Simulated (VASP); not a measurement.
# Zr8N9 (a cell with a defect) in VASP: a series of runs

Runs on Zr8N9 (a cell with a defect). Level: PBE. Tasks: single point.

All numbers are computed with VASP 6.6.1; they aren't measurements. Logs are shortened: lines on timing, memory, paths and dates and some standing lists are left out, and cuts for length are marked.

## 1. The cell of the first run

The cell holds a defect, 17 atoms: a = 6.474 Å, b = 6.474 Å, c = 6.474 Å, α = 60.00°, β = 60.00°, γ = 60.00°.

## 2. Single point, PBE

INCAR reads:

```
SYSTEM = Zr8N9
PREC = Accurate ; ENCUT = 520
EDIFF = 1E-7 ; ISMEAR = -1
SIGMA = 0.05 ; LREAL = Auto
LASPH = .True. ; NELM = 60
ALGO = Normal ; ISIF = 2
LWAVE = .False. ; LCHARG = .False.
GGA = PE ; NBANDS = 84
```

KPOINTS reads:

```
Automatic mesh
0
Gamma
  3 3 3
  0 0 0
```

POSCAR reads:

```
Zr8N9
1.0
    0.0000000000      4.5780000000      4.5780000000
    4.5780000000      0.0000000000      4.5780000000
    4.5780000000      4.5780000000      0.0000000000
Zr N
8 9
Direct
    0.2505517461      0.2519023160      0.2466638571
    0.2505087106      0.2519620740      0.7507026353
    0.2477162560      0.7513448829      0.2503963001
    0.2504558445      0.7478005120      0.7507496083
    0.7500268606      0.2490989344      0.2503179049
    0.7464603437      0.2518468654      0.7507778449
    0.7500955942      0.7514787190      0.2503180759
    0.7501406497      0.7514148946      0.7479333866
   -0.0012945265      0.0000251493      0.0022919354
   -0.0014038487      0.0000955992      0.4987664876
    0.0453140996      0.4856949661     -0.0155718135
   -0.0014238293      0.5033062947      0.4989139047
    0.4842095020      0.0468188850     -0.0155967760
    0.5019523083     -0.0000201517      0.4989827227
    0.4841671626      0.4856991981     -0.0156611883
    0.4842079714      0.4856958029      0.5455806839
    0.6244992555      0.6258940581      0.1247147303
```

Potentials or basis: VASP PAW PBE potentials, release 64 (Zr_sv, N).

Started as:

```bash
> cat potpaw_PBE.64/Zr_sv/POTCAR potpaw_PBE.64/N/POTCAR > POTCAR
> mpirun -np 1 vasp_std > vasp.out
```

OUTCAR:

```text
SYSTEM = Zr8N9
   PREC = Accurate
   ENCUT = 520
   EDIFF = 1E-7
   ISMEAR = -1
   LREAL = Auto
   LASPH = .True.
   NELM = 60
   ISIF = 2
   GGA = PE

 ion  position               nearest neighbor table
   1  0.251  0.252  0.247-  13 2.15  15 2.15  11 2.15  12 2.31  14 2.31  10 2.31   6 3.21   4 3.21
                             2 3.21   3 3.24   5 3.24   7 3.24   7 3.24   5 3.24   3 3.24   2 3.26
   2  0.251  0.252  0.751-  13 2.15  16 2.15  11 2.15  14 2.31  12 2.31   9 2.31   4 3.21   6 3.21
                             1 3.21   3 3.24   8 3.24   5 3.24   5 3.24   8 3.24   3 3.24   1 3.26
   3  0.248  0.751  0.250-  17 1.99   9 2.28  10 2.28  12 2.28  16 2.44  15 2.44  13 2.44   8 3.22
                             7 3.22   5 3.22   2 3.24   1 3.24   4 3.24   4 3.24   1 3.24   2 3.24
   4  0.250  0.748  0.751-  11 2.15  16 2.15  15 2.15  14 2.31   9 2.31  10 2.31   2 3.21   1 3.21
                             6 3.21   8 3.24   3 3.24   7 3.24   7 3.24   3 3.24   8 3.24   6 3.26
   5  0.750  0.249  0.250-  17 1.99  10 2.28   9 2.28  14 2.28  15 2.44  16 2.44  11 2.44   7 3.22
                             8 3.22   3 3.22   1 3.24   6 3.24   2 3.24   2 3.24   6 3.24   1 3.24
   6  0.746  0.252  0.751-  13 2.15  15 2.15  16 2.15  12 2.31   9 2.31  10 2.31   1 3.21   2 3.21
                             4 3.21   5 3.24   7 3.24   8 3.24   8 3.24   7 3.24   5 3.24   4 3.26
   7  0.750  0.751  0.250-  17 1.99  12 2.28   9 2.28  14 2.28  11 2.44  16 2.44  13 2.44   5 3.22
                             3 3.22   8 3.22   6 3.24   4 3.24   1 3.24   1 3.24   4 3.24   6 3.24
   8  0.750  0.751  0.748-  17 1.99  12 2.28  10 2.28  14 2.28  11 2.44  15 2.44  13 2.44   3 3.22
                             7 3.22   5 3.22   2 3.24   4 3.24   6 3.24   6 3.24   4 3.24   2 3.24
   9  0.999  0.000  0.002-   5 2.28   3 2.28   7 2.28   2 2.31   6 2.31   4 2.31
  10  0.999  0.000  0.499-   5 2.28   3 2.28   8 2.28   1 2.31   6 2.31   4 2.31
  11  0.045  0.486  0.984-   4 2.15   2 2.15   1 2.15   8 2.44   7 2.44   5 2.44
  12  0.999  0.503  0.499-   7 2.28   8 2.28   3 2.28   6 2.31   1 2.31   2 2.31
  13  0.484  0.047  0.984-   6 2.15   1 2.15   2 2.15   7 2.44   8 2.44   3 2.44
  14  0.502  1.000  0.499-   8 2.28   7 2.28   5 2.28   4 2.31   2 2.31   1 2.31
  15  0.484  0.486  0.984-   4 2.15   6 2.15   1 2.15   8 2.44   3 2.44   5 2.44
  16  0.484  0.486  0.546-   4 2.15   2 2.15   6 2.15   3 2.44   7 2.44   5 2.44
  17  0.624  0.626  0.125-   8 1.99   3 1.99   7 1.99   5 1.99

  LATTYP: Found a face centered cubic cell.
 ALAT       =     9.1560000000

  Lattice vectors:

 A1 = (   0.0000000000,   4.5780000000,   4.5780000000)
 A2 = (   4.5780000000,   0.0000000000,   4.5780000000)
 A3 = (   4.5780000000,   4.5780000000,   0.0000000000)

Analysis of symmetry for initial positions (statically):
=====================================================================
 Subroutine PRICEL returns:
 Original cell was already a primitive cell.

 Routine SETGRP: Setting up the symmetry group for a
 face centered cubic supercell.

 Subroutine GETGRP returns: Found  1 space group operations
 (whereof  1 operations were pure point group operations)
 out of a pool of 48 trial point group operations.

The static configuration has the point symmetry C_1 .

Analysis of symmetry for dynamics (positions and initial velocities):
=====================================================================
 Subroutine PRICEL returns:
 Original cell was already a primitive cell.

 Routine SETGRP: Setting up the symmetry group for a
 face centered cubic supercell.

 Subroutine GETGRP returns: Found  1 space group operations
 (whereof  1 operations were pure point group operations)
 out of a pool of 48 trial point group operations.

The dynamic configuration has the point symmetry C_1 .

 Subroutine INISYM returns: Found  1 space group operations
 (whereof  1 operations are pure point group operations),
 and found     1 'primitive' translations

----------------------------------------------------------------------------------------

                                     Primitive cell

  volume of cell :     191.8922

  direct lattice vectors                    reciprocal lattice vectors
     0.000000000  4.578000000  4.578000000    -0.109217999  0.109217999  0.109217999
     4.578000000  0.000000000  4.578000000     0.109217999 -0.109217999  0.109217999
     4.578000000  4.578000000  0.000000000     0.109217999  0.109217999 -0.109217999

  length of vectors
     6.474269689  6.474269689  6.474269689     0.189171124  0.189171124  0.189171124

  position of ions in fractional coordinates (direct lattice)
     0.250551746  0.251902316  0.246663857
     0.250508711  0.251962074  0.750702635
     0.247716256  0.751344883  0.250396300
     0.250455845  0.747800512  0.750749608
     0.750026861  0.249098934  0.250317905
     0.746460344  0.251846865  0.750777845
[... 9 lines left out ...]
[... 79 lines left out ...]
   IBRION =     -1    ionic relax: 0-MD 1-quasi-New 2-CG
   NFREE  =      0    steps in history (QN), initial steepest desc. (CG)
   ISIF   =      2    stress and relaxation
   ISYM   =      2    0-nonsym 1-usesym 2-fastsym
   POTIM  = 0.5000    time-step for ionic-motion
   TEBEG  =    0.0;   TEEND  =   0.0 temperature during run
   PSTRESS=    0.0 pullay stress
   NELECT =     141.0000    total number of electrons
   NUPDOWN=      -1.0000    fix difference up-down
   EMIN   =  10.00;   EMAX   =-10.00  energy-range for DOS
   EFERMI =   0.00;   METHOD = LEGACY
   ISMEAR =    -1;   SIGMA  =   0.05  broadening in eV -4-tet -1-fermi 0-gaus
   EFERMI_NEDOS =   21; number of points for ismear=-14 and -15
   IALGO  =     38    algorithm
   IMIX   =      4    mixing-type and parameters
     AMIX     =   0.40;   BMIX     =  1.00
     AMIX_MAG =   1.60;   BMIX_MAG =  1.00
  volume/ion in A,a.u.               =      11.29        76.17
  Fermi-wavevector in a.u.,A,eV,Ry     =   1.477277  2.791650 29.692658  2.182349
  Thomas-Fermi vector in A             =   2.591701
   LORBIT       =      0    0 simple, 1 ext, 2 COOP (PROOUT), +10 PAW based schemes
   GGA     = PE    functional components
   LHFCALC =     F    Hartree Fock is set to
   AEXX    =    0.0000 exact exchange contribution
   IVDW    =     0    specifies the selected vdW correction
   LEPSILON=     F    determine dielectric tensor
   LRPA    =     F    only Hartree local field effects (RPA)
 non-spin polarized calculation
  energy-cutoff  :      520.00
  volume of cell :      191.89
 maximum number of plane-waves:      5188
   NGX = 25   NGY = 25   NGZ = 25

 number of electron     140.9999999 magnetization

 Free energy of the ion-electron system (eV)
  ---------------------------------------------------
  ext. energy  EPLUGINS =         0.00000000
  ---------------------------------------------------
  free energy    TOTEN  =      -167.82932576 eV

  energy without entropy =     -167.77033098  energy(sigma->0) =     -167.79982837

 E-fermi :  12.0743     XC(G=0): -12.6806

 val. band max:       12.0501333656   @ k =  -0.3333   0.3333  -0.3333
 cond. band min:      12.1860431559   @ k =   0.3333   0.0000   0.0000
 fundamental gap:      0.1359097903
 Fermi energy:        12.0743151037

 k-point     1 :       0.0000    0.0000    0.0000
  band No.  band energies     occupation
      1     -37.2679      2.00000
      2     -37.1452      2.00000
      3     -37.1449      2.00000
      4     -37.1445      2.00000
      5     -37.0247      2.00000
      6     -36.9401      2.00000
[... 74 lines left out ...]
     81      15.2378      0.00000
     82      15.2395      0.00000

 k-point     2 :       0.3333    0.0000    0.0000
  band No.  band energies     occupation
      1     -37.2409      2.00000
      2     -37.1658      2.00000
      3     -37.1433      2.00000
      4     -37.1427      2.00000
      5     -37.0162      2.00000
      6     -36.9558      2.00000
[... 74 lines left out ...]
     81      15.3515      0.00000
     82      15.3519      0.00000
[... 933 lines left out ...]
     81      15.0363      0.00000
     82      15.0851      0.00000

 k-point    14 :       0.3333   -0.3333   -0.3333
  band No.  band energies     occupation
      1     -37.2122      2.00000
      2     -37.1822      2.00000
      3     -37.1484      2.00000
      4     -37.1429      2.00000
      5     -37.0028      2.00000
      6     -36.9800      2.00000
[... 74 lines left out ...]
     81      15.0349      0.00000
     82      15.0852      0.00000
 [bands above 82 left out]

------------------------ aborting loop because EDIFF is reached ----------------------------------------

  FORCE on cell =-STRESS in cart. coord.  units (eV):
  Direction    XX          YY          ZZ          XY          YZ          ZX
  --------------------------------------------------------------------------------------
  -------------------------------------------------------------------------------------
  Total       22.6623454     22.6471123     22.6745155      0.0047612      0.0034232     -0.0030767
  in kB      189.2160953    189.0889088    189.3177080      0.0397533      0.0285818     -0.0256889
  external PRESSURE =     189.2075707 kB  Pullay stress =       0.0000000 kB

 VOLUME and BASIS-vectors are now :
 -----------------------------------------------------------------------------
  energy-cutoff  :      520.00
  volume of cell :      191.89
      direct lattice vectors                 reciprocal lattice vectors
     0.000000000  4.578000000  4.578000000    -0.109217999  0.109217999  0.109217999
     4.578000000  0.000000000  4.578000000     0.109217999 -0.109217999  0.109217999
     4.578000000  4.578000000  0.000000000     0.109217999  0.109217999 -0.109217999

 POSITION                                       TOTAL-FORCE (eV/Angst)
 -----------------------------------------------------------------------------------
      2.28244      2.27625      2.30023        -0.005198     -0.007292      0.006582
      4.59020      4.58355      2.30031         0.006211      0.006401      0.005891
      4.58597      2.28036      4.57370         0.012865     -0.014297     -0.005397
      6.86036      4.58352      4.57002        -0.003366      0.003704     -0.002445
      2.28633      4.57958      4.57400        -0.010372      0.010303     -0.010688
      4.59002      6.85436      4.57025         0.007678     -0.008156     -0.004983
[... 9 lines left out ...]
      4.72118      4.71437      4.44022        -0.030838     -0.024943      0.020383
      3.43629      3.42990      5.72430        -0.000803     -0.000206     -0.002724
 -----------------------------------------------------------------------------------
    total drift:                               -0.003877      0.005025     -0.003021

  FREE ENERGIE OF THE ION-ELECTRON SYSTEM (eV)
  ---------------------------------------------------
  free  energy   TOTEN  =      -167.8293257647 eV

  energy  without entropy=     -167.7703309848  energy(sigma->0) =     -167.79982837
```

Wall time 4.3 min (1 thread of Intel Xeon 6975P-C (Granite Rapids), shared host); peak memory 0.4 GiB.

What came out:

| Property | Result |
| --- | --- |
| Free energy | -167.8293 eV |
| Pressure | 18.9 GPa |
| Largest force | 0.051 eV/Å |
| Band gap on the k mesh | zero (an odd number of electrons rules out a gap without spin polarisation) |

Forces on the atoms (eV/Å):
```
Zr  -0.005 -0.007  0.007
Zr   0.006  0.006  0.006
Zr   0.013 -0.014 -0.005
Zr  -0.003  0.004 -0.002
Zr  -0.010  0.010 -0.011
Zr   0.008 -0.008 -0.005
Zr   0.011  0.007  0.010
Zr  -0.007 -0.013  0.011
N    0.003  0.001 -0.003
N   -0.001  0.002 -0.002
N    0.020 -0.021 -0.030
N    0.005 -0.002  0.009
N   -0.029  0.026 -0.032
N   -0.005  0.003  0.007
N    0.026  0.032  0.023
N   -0.031 -0.025  0.020
N   -0.001  0.000 -0.003
```

Caveat: the k points lie up to 0.40 Å⁻¹ apart, too coarse for converged energies and pressures of a metal.

## 3. Single point, PBE

INCAR reads:

```
PREC     = Accurate       # precision mode
ENCUT    = 520            # plane-wave cutoff, eV
EDIFF    = 1E-6           # SCF threshold, eV
ISMEAR   = -1             # smearing method
SIGMA    = 0.05           # smearing width, eV
LREAL    = Auto         
LASPH    = True           # aspherical terms in the spheres
NELM     = 60             # most SCF steps
ALGO     = Normal         # electronic algorithm
ISIF     = 2              # what is computed and relaxed
LWAVE    = False          # write WAVECAR
LCHARG   = False          # write CHGCAR
GGA      = PE             # functional
NBANDS   = 84             # bands
```

KPOINTS reads:

```
regular mesh
0
Gamma
  3 3 3
```

POSCAR reads:

```
Zr8N9
1.0
    0.0000000000      4.5780000000      4.5780000000
    4.5780000000      0.0000000000      4.5780000000
    4.5780000000      4.5780000000      0.0000000000
Zr N
8 9
Direct
    0.2531661868      0.2492343583      0.2489775287
    0.2493458119      0.2519991940      0.7495043610
    0.2493468580      0.7497578067      0.2517415227
    0.2493456538      0.7497628198      0.7495050284
    0.7488188528      0.2492344048      0.2489789491
    0.7488158623      0.2492330777      0.7533297938
    0.7488137638      0.7535925432      0.2489728311
    0.7515813301      0.7497596380      0.7495049618
   -0.0456273742      0.0155117818      0.0152422256
    0.0007379392     -0.0021810033      0.5009007045
    0.0007324919      0.5011616542     -0.0024272671
    0.0007271390      0.5011510653      0.5008911605
    0.5150695318      0.0155092570      0.0152378163
    0.5150793663      0.0155164369      0.4545268125
    0.5150863794      0.4547761758      0.0152559444
    0.4974180079      0.5011580347      0.5008947372
    0.3749091592      0.8753081651     -0.1249387804
```

Potentials or basis: VASP PAW PBE potentials, release 64 (Zr_sv, N).

Started as:

```bash
> cat potpaw_PBE.64/Zr_sv/POTCAR potpaw_PBE.64/N/POTCAR > POTCAR
> mpirun -np 1 vasp_std > vasp.out
```

Wall time 4.2 min (1 thread of Intel Xeon 6975P-C (Granite Rapids), shared host); peak memory 0.4 GiB.

Results (log left out):

* Free energy: -167.8295 eV
* Pressure: 18.9 GPa
* Largest force: 0.045 eV/Å
* Band gap on the k mesh: zero (an odd number of electrons rules out a gap without spin polarisation)

Forces on the atoms (eV/Å):
```
Zr   0.012 -0.011 -0.011
Zr   0.024 -0.023  0.023
Zr   0.025  0.024 -0.024
Zr  -0.026 -0.027 -0.026
Zr   0.011  0.011  0.011
Zr  -0.011 -0.011  0.011
Zr  -0.011  0.011 -0.011
Zr  -0.025  0.026  0.026
N   -0.006  0.006  0.006
N   -0.001  0.001 -0.001
N   -0.002 -0.002  0.002
N    0.002  0.002  0.002
N   -0.006 -0.006 -0.006
N    0.006  0.006 -0.007
N    0.006 -0.007  0.007
N    0.002 -0.002 -0.002
N    0.001  0.000  0.000
```

Levels at points of the mesh, in eV from the Fermi level:
| k point | band 69 | band 70 | band 71 | band 72 | band 73 | band 74 |
| --- | --- | --- | --- | --- | --- | --- |
| (0.00, 0.00, 0.00) | -2.10 | -2.09 | -0.22 | 1.39 | 1.39 | 1.39 |

Caveat: the k points lie up to 0.40 Å⁻¹ apart, too coarse for converged energies and pressures of a metal.

## 4. Single point, PBE

INCAR reads:

```
SYSTEM = Zr8N9
PREC = Accurate
ENCUT = 520
EDIFF = 1E-6
ISMEAR = -1
SIGMA = 0.05
LREAL = Auto
LASPH = .TRUE.
NELM = 80
ALGO = Normal
ISIF = 2
LWAVE = .FALSE.
LCHARG = .FALSE.
GGA = PE
NBANDS = 84
```

KPOINTS reads:

```
Automatic mesh
0
G
  3 3 3
  0 0 0
```

POSCAR reads:

```
Zr8N9
1.0
    0.0000000000      4.5780000000      4.5780000000
    4.5780000000      0.0000000000      4.5780000000
    4.5780000000      4.5780000000      0.0000000000
Zr N
8 9
Direct
    0.2505517693      0.2519023591      0.2466638270
    0.2505087374      0.2519619921      0.7507027086
    0.2477162516      0.7513449104      0.2503962429
    0.2504559851      0.7478004587      0.7507495631
    0.7500268676      0.2490989515      0.2503178244
    0.7464602446      0.2518468764      0.7507778506
    0.7500955657      0.7514787025      0.2503181520
    0.7501406728      0.7514148100      0.7479333770
   -0.0012945609      0.0000252294      0.0022919397
   -0.0014038882      0.0000956750      0.4987664919
    0.0453141110      0.4856950633     -0.0155718654
   -0.0014237658      0.5033062473      0.4989139362
    0.4842094801      0.0468189166     -0.0155967671
    0.5019522717     -0.0000202053      0.4989828528
    0.4841671035      0.4856992136     -0.0156612058
    0.4842078419      0.4856958279      0.5455807121
    0.6244993447      0.6258940585      0.1247147226
```

Started as:

```bash
> cat potpaw_PBE.64/Zr_sv/POTCAR potpaw_PBE.64/N/POTCAR > POTCAR
> mpirun -np 1 vasp_std > vasp.out
```

Run time: 4.1 min. Hardware: 1 thread of Intel Xeon 6975P-C (Granite Rapids), shared host; peak memory 0.4 GiB.

The run converged. Its results:

| Property | Result |
| --- | --- |
| Free energy | -167.8293 eV |
| Pressure | 18.9 GPa |
| Largest force | 0.051 eV/Å |
| Band gap on the k mesh | zero (an odd number of electrons rules out a gap without spin polarisation) |

Forces on the atoms (eV/Å):
```
Zr  -0.005 -0.007  0.007
Zr   0.006  0.006  0.006
Zr   0.013 -0.014 -0.005
Zr  -0.003  0.004 -0.002
Zr  -0.010  0.010 -0.011
Zr   0.008 -0.008 -0.005
Zr   0.011  0.007  0.010
Zr  -0.006 -0.013  0.011
N    0.002  0.001 -0.003
N   -0.001  0.002 -0.002
N    0.020 -0.021 -0.030
N    0.005 -0.002  0.009
N   -0.029  0.026 -0.033
N   -0.005  0.003  0.007
N    0.026  0.032  0.023
N   -0.031 -0.025  0.020
N   -0.001  0.000 -0.003
```

Levels at points of the mesh, in eV from the Fermi level:
| k point | band 67 | band 68 | band 69 | band 70 | band 71 | band 72 | band 73 | band 74 | band 75 | band 76 |
| --- | --- | --- | --- | --- | --- | --- | --- | --- | --- | --- |
| (0.00, 0.00, 0.00) | -2.75 | -2.09 | -2.09 | -2.09 | -0.21 | 1.40 | 1.40 | 1.40 | 1.70 | 1.70 |

Caveat: the k points lie up to 0.40 Å⁻¹ apart, too coarse for converged energies and pressures of a metal.

The gap in the log of VASP goes by the Fermi energy; the results here count the filled bands.